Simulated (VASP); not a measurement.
Wanted: the native input for a VASP 6.6.1 run.

```yaml
Task: single point
Functional: PBE
Potentials_or_basis: VASP PAW PBE potentials, release 64 (Li_sv, H)
Cutoff: 520 eV
k_mesh: 10 × 10 × 10
Occupations: fermi-dirac, width 0.02 eV
Spin: no spin polarisation
Dipole_correction: no
Further_INCAR_settings: ALGO = Normal; EDIFF = 1e-07; NBANDS = 9
```

The structure of LiH lies in POSCAR:

```
LiH
1.0
    2.5469387345      0.0000000000      0.0000000000
    0.0000000000      2.5469387345      0.0000000000
    0.0000000000      0.0000000000      2.5208252878
Li H
1 1
Direct
    0.0000000000      0.0000000000      0.0000000000
    0.5000000000      0.5000000000      0.5000000000
```

This cell differs from its parent crystal: epitaxial xy strain +1.8%.

One way to write it, as run:

INCAR

```
ALGO = Normal
EDIFF = 1E-7
ENCUT = 520
GGA = PE
ISIF = 2
ISMEAR = -1
LASPH = T
LCHARG = F
LREAL = F
LWAVE = F
NBANDS = 9
NELM = 80
PREC = Accurate
SIGMA = 0.02
```

KPOINTS

```
k-points
0
Gamma
  10 10 10
```

Potentials or basis: VASP PAW PBE potentials, release 64 (Li_sv, H).

Run with:

```console
$ cat potpaw_PBE.64/Li_sv/POTCAR potpaw_PBE.64/H/POTCAR > POTCAR
$ mpirun -np 1 vasp_std > vasp.out
```

Results of the run:

* Band gap on the k mesh: 0.71 eV, indirect (least direct gap 4.14 eV)

Caveat: the cell differs from its parent crystal (epitaxial xy strain +1.8%).

Run time: 7.5 s on 1 thread of Intel(R) Xeon(R) Platinum 8488C (Sapphire Rapids), on a shared host, peak memory 0.13 GiB.
